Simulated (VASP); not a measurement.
# Na (Im-3m) in VASP: further runs

The runs below take Na through single point, with PBE.

Program: VASP 6.6.1. These are calculated values, not measurements. Logs are shortened: lines on timing, memory, paths and dates and some standing lists are left out, and cuts for length are marked.

## (1) The cell of the first run

It takes space group Im-3m (No. 229, cubic). The conventional cell has a = 4.209 Å, b = 4.209 Å, c = 4.209 Å, α = 90.00°, β = 90.00°, γ = 90.00°. Na (site symmetry m-3m) has 14 Na at 3.65 to 4.21 Å within 4.8 Å.

## (2) Single point, PBE

Input file INCAR:

```
PREC = Accurate ; ENCUT = 500
EDIFF = 1E-6 ; ISMEAR = 1
SIGMA = 0.05 ; LREAL = False
LASPH = True ; NELM = 120
ALGO = Normal ; ISIF = 2
LWAVE = False ; LCHARG = False
GGA = PE ; NBANDS = 10
GGA_COMPAT = False
```

Input file KPOINTS:

```
Automatic mesh
0
Gamma
  8 8 8
```

Input file POSCAR:

```
Na
1.0
   -2.1047048527      2.1047048527      2.1047048527
    2.1047048527     -2.1047048527      2.1047048527
    2.1047048527      2.1047048527     -2.1047048527
Na
1
Direct
    0.0000000000      0.0000000000      0.0000000000
```

Potentials or basis: VASP PAW PBE potentials, release 64 (Na_pv).

Launch:

```
$ cat potpaw_PBE.64/Na_pv/POTCAR > POTCAR
$ mpirun -np 1 vasp_std > vasp.out
```

OUTCAR:

```text
PREC = Accurate
   ENCUT = 500
   EDIFF = 1E-6
   ISMEAR = 1
   LREAL = False
   LASPH = True
   NELM = 120
   ISIF = 2
   GGA = PE

 ion  position               nearest neighbor table
   1  0.000  0.000  0.000-

  LATTYP: Found a body centered cubic cell.
 ALAT       =     4.2094097054

  Lattice vectors:

 A1 = (  -2.1047048527,   2.1047048527,   2.1047048527)
 A2 = (   2.1047048527,  -2.1047048527,   2.1047048527)
 A3 = (   2.1047048527,   2.1047048527,  -2.1047048527)

Analysis of symmetry for initial positions (statically):
=====================================================================
 Subroutine PRICEL returns:
 Original cell was already a primitive cell.

 Routine SETGRP: Setting up the symmetry group for a
 body centered cubic supercell.

 Subroutine GETGRP returns: Found 48 space group operations
 (whereof 48 operations were pure point group operations)
 out of a pool of 48 trial point group operations.

The static configuration has the point symmetry O_h .

Analysis of symmetry for dynamics (positions and initial velocities):
=====================================================================
 Subroutine PRICEL returns:
 Original cell was already a primitive cell.

 Routine SETGRP: Setting up the symmetry group for a
 body centered cubic supercell.

 Subroutine GETGRP returns: Found 48 space group operations
 (whereof 48 operations were pure point group operations)
 out of a pool of 48 trial point group operations.

The dynamic configuration has the point symmetry O_h .

 Subroutine INISYM returns: Found 48 space group operations
 (whereof 48 operations are pure point group operations),
 and found     1 'primitive' translations

----------------------------------------------------------------------------------------

                                     Primitive cell

  volume of cell :      37.2935

  direct lattice vectors                    reciprocal lattice vectors
    -2.104704853  2.104704853  2.104704853     0.000000000  0.237563001  0.237563001
     2.104704853 -2.104704853  2.104704853     0.237563001  0.000000000  0.237563001
     2.104704853  2.104704853 -2.104704853     0.237563001  0.237563001  0.000000000

  length of vectors
     3.645455740  3.645455740  3.645455740     0.335964817  0.335964817  0.335964817

  position of ions in fractional coordinates (direct lattice)
     0.000000000  0.000000000  0.000000000

  ion indices of the primitive-cell ions
   primitive index   ion index
                 1           1

----------------------------------------------------------------------------------------

 KPOINTS: Automatic mesh

Automatic generation of k-mesh.
 Grid dimensions read from file:
 generate k-points for:    8    8    8

 Generating k-lattice:

  Cartesian coordinates                     Fractional coordinates (reciprocal lattice)
     0.000000000  0.029695375  0.029695375     0.125000000  0.000000000  0.000000000
     0.029695375  0.000000000  0.029695375     0.000000000  0.125000000  0.000000000
     0.029695375  0.029695375  0.000000000     0.000000000  0.000000000  0.125000000

  Length of vectors
     0.041995602  0.041995602  0.041995602

  Shift w.r.t. Gamma in fractional coordinates (k-lattice)
     0.000000000  0.000000000  0.000000000

 Subroutine IBZKPT returns following result:
 ===========================================

 Found     29 irreducible k-points:

 Following reciprocal coordinates:
            Coordinates               Weight
  0.000000  0.000000  0.000000      1.000000
  0.125000  0.000000  0.000000     12.000000
  0.250000  0.000000  0.000000     12.000000
  0.375000  0.000000  0.000000     12.000000
  0.500000  0.000000  0.000000      6.000000
  0.125000  0.125000  0.000000     24.000000
[... 16 lines left out ...]
 -0.250000  0.250000  0.250000      6.000000
 -0.375000  0.375000  0.250000     24.000000
 [... further k-points ...]
   k-points           NKPTS =     29   k-points in BZ     NKDIM =     29   number of bands    NBANDS=     10
   number of dos      NEDOS =    301   number of ions     NIONS =      1
   total plane-waves  NPLWV =  21952
   dimension x,y,z NGX =    28 NGY =   28 NGZ =   28
   dimension x,y,z NGXF=    56 NGYF=   56 NGZF=   56
   ions per type =               1
   NGX,Y,Z   is equivalent  to a cutoff of  12.77, 12.77, 12.77 a.u.
   NGXF,Y,Z  is equivalent  to a cutoff of  25.54, 25.54, 25.54 a.u.
 SYSTEM =  unknown system
   PREC   = accura    normal or accurate (medium, high low for compatibility)
   ISTART =      0    job   : 0-new  1-cont  2-samecut
   ICHARG =      2    charge: 1-file 2-atom 10-const
   ISPIN  =      1    spin polarized calculation?
   LNONCOLLINEAR =      F non collinear calculations
   LSORBIT =      F    spin-orbit coupling
   LASPH  =      T    aspherical Exc in radial PAW
   ENCUT  =  500.0 eV  36.75 Ry    6.06 a.u.   6.65  6.65  6.65*2*pi/ulx,y,z
   NELM   =    120;   NELMIN=  2; NELMDL= -5     # of ELM steps
   EDIFF  = 0.1E-05   stopping-criterion for ELM
   LREAL  =      F    real-space projection
   EDIFFG = 0.1E-04   stopping-criterion for IOM
   NSW    =      0    number of steps for IOM
   IBRION =     -1    ionic relax: 0-MD 1-quasi-New 2-CG
   NFREE  =      0    steps in history (QN), initial steepest desc. (CG)
   ISIF   =      2    stress and relaxation
   ISYM   =      2    0-nonsym 1-usesym 2-fastsym
   POTIM  = 0.5000    time-step for ionic-motion
   TEBEG  =    0.0;   TEEND  =   0.0 temperature during run
   PSTRESS=    0.0 pullay stress
   NELECT =       7.0000    total number of electrons
   NUPDOWN=      -1.0000    fix difference up-down
   EMIN   =  10.00;   EMAX   =-10.00  energy-range for DOS
   EFERMI =   0.00;   METHOD = LEGACY
   ISMEAR =     1;   SIGMA  =   0.05  broadening in eV -4-tet -1-fermi 0-gaus
   EFERMI_NEDOS =   21; number of points for ismear=-14 and -15
   IALGO  =     38    algorithm
   IMIX   =      4    mixing-type and parameters
     AMIX     =   0.40;   BMIX     =  1.00
     AMIX_MAG =   1.60;   BMIX_MAG =  1.00
  volume/ion in A,a.u.               =      37.29       251.67
  Fermi-wavevector in a.u.,A,eV,Ry     =   0.937338  1.771312 11.954118  0.878603
  Thomas-Fermi vector in A             =   2.064439
   LORBIT       =      0    0 simple, 1 ext, 2 COOP (PROOUT), +10 PAW based schemes
   GGA     = PE    functional components
   LHFCALC =     F    Hartree Fock is set to
   AEXX    =    0.0000 exact exchange contribution
   IVDW    =     0    specifies the selected vdW correction
   LEPSILON=     F    determine dielectric tensor
   LRPA    =     F    only Hartree local field effects (RPA)
 non-spin polarized calculation
 Methfessel and Paxton  Order N= 1 SIGMA  =   0.05
  energy-cutoff  :      500.00
  volume of cell :       37.29
 maximum number of plane-waves:       962
   NGX = 13   NGY = 13   NGZ = 13

 number of electron       7.0000007 magnetization

 Free energy of the ion-electron system (eV)
  ---------------------------------------------------
  ext. energy  EPLUGINS =         0.00000000
  ---------------------------------------------------
  free energy    TOTEN  =        -1.30004662 eV

  energy without entropy =       -1.29953014  energy(sigma->0) =       -1.29987446

 E-fermi :   0.4653     XC(G=0):  -6.4869

 val. band max:        0.2386172558   @ k =   0.2500   0.2500   0.0000
 cond. band min:       0.4915217728   @ k =   0.3750   0.1250   0.0000
 fundamental gap:      0.2529045170
 Fermi energy:         0.4653360460

 k-point     1 :       0.0000    0.0000    0.0000
  band No.  band energies     occupation
      1     -24.5946      2.00000
      2     -24.5946      2.00000
      3     -24.5946      2.00000
      4      -2.9540      2.00000
      5      12.0049      0.00000
      6      12.0050      0.00000
      7      12.0050      0.00000
      8      13.0026      0.00000
      9      13.0026      0.00000
     10      13.5564      0.00000

 k-point     2 :       0.1250    0.0000    0.0000
  band No.  band energies     occupation
      1     -24.5997      2.00000
      2     -24.5963      2.00000
      3     -24.5946      2.00000
      4      -2.6801      2.00000
      5       9.4156      0.00000
      6      10.7883      0.00000
      7      11.1913      0.00000
      8      11.6414      0.00000
      9      12.2694      0.00000
     10      13.9112      0.00000

 k-point     3 :       0.2500    0.0000    0.0000
  band No.  band energies     occupation
      1     -24.6121      2.00000
      2     -24.6005      2.00000
      3     -24.5945      2.00000
      4      -1.8672      2.00000
      5       6.3052      0.00000
      6       9.5288      0.00000
      7      10.2296      0.00000
      8      10.4724      0.00000
      9      11.5235      0.00000
     10      14.5804      0.00000

 k-point     4 :       0.3750    0.0000    0.0000
  band No.  band energies     occupation
      1     -24.6243      2.00000
      2     -24.6047      2.00000
      3     -24.5945      2.00000
      4      -0.5402      2.00000
      5       3.5922      0.00000
      6       8.7532      0.00000
      7       9.6284      0.00000
      8       9.7708      0.00000
      9      10.8647      0.00000
     10      15.5776      0.00000
[... 222 lines left out ...]
 k-point    22 :       0.2500    0.2500    0.2500
  band No.  band energies     occupation
      1     -24.6115      2.00000
      2     -24.6115      2.00000
      3     -24.6115      2.00000
      4       3.0180      0.00000
      5       3.0180      0.00000
      6       3.0180      0.00000
      7       4.6463      0.00000
      8      17.6028      0.00000
      9      17.6028      0.00000
     10      18.4776      0.00000

 k-point    23 :      -0.2500    0.2500    0.2500
  band No.  band energies     occupation
      1     -24.6125      2.00000
      2     -24.6068      2.00000
      3     -24.6068      2.00000
      4      -0.8024      2.00000
      5       6.9357      0.00000
      6       7.0374      0.00000
      7       7.0375      0.00000
      8       8.9256      0.00000
      9      14.0976      0.00000
     10      14.9303      0.00000

 k-point    24 :      -0.3750    0.3750    0.2500
  band No.  band energies     occupation
      1     -24.6205      2.00000
      2     -24.6113      2.00000
      3     -24.6076      2.00000
      4       0.4980      0.11471
      5       4.5327      0.00000
      6       6.3391      0.00000
      7       6.9752      0.00000
      8       9.0415      0.00000
      9      12.8331      0.00000
     10      13.9748      0.00000

 [... further k-points ...]

------------------------ aborting loop because EDIFF is reached ----------------------------------------

  FORCE on cell =-STRESS in cart. coord.  units (eV):
  Direction    XX          YY          ZZ          XY          YZ          ZX
  --------------------------------------------------------------------------------------
  -------------------------------------------------------------------------------------
  Total       -0.0197862     -0.0197862     -0.0197862     -0.0000000      0.0000000     -0.0000000
  in kB       -0.8500386     -0.8500386     -0.8500386     -0.0000000      0.0000000     -0.0000000
  external PRESSURE =      -0.8500386 kB  Pullay stress =       0.0000000 kB

 VOLUME and BASIS-vectors are now :
 -----------------------------------------------------------------------------
  energy-cutoff  :      500.00
  volume of cell :       37.29
      direct lattice vectors                 reciprocal lattice vectors
    -2.104704853  2.104704853  2.104704853     0.000000000  0.237563001  0.237563001
     2.104704853 -2.104704853  2.104704853     0.237563001  0.000000000  0.237563001
     2.104704853  2.104704853 -2.104704853     0.237563001  0.237563001  0.000000000

 POSITION                                       TOTAL-FORCE (eV/Angst)
 -----------------------------------------------------------------------------------
      0.00000      0.00000      0.00000        -0.000000      0.000000     -0.000000
 -----------------------------------------------------------------------------------
    total drift:                               -0.000000     -0.000000     -0.000000

  FREE ENERGIE OF THE ION-ELECTRON SYSTEM (eV)
  ---------------------------------------------------
  free  energy   TOTEN  =        -1.3000466162 eV

  energy  without entropy=       -1.2995301374  energy(sigma->0) =       -1.29987446
```

Run time: 4.7 s. Hardware: 1 thread of Intel Xeon Platinum 8488C (Sapphire Rapids), shared host; peak memory 0.14 GiB.

What came out:

```yaml
Free_energy: -1.3000 eV
Pressure: -0.1 GPa
```

(Continued in part 2 of 2.)
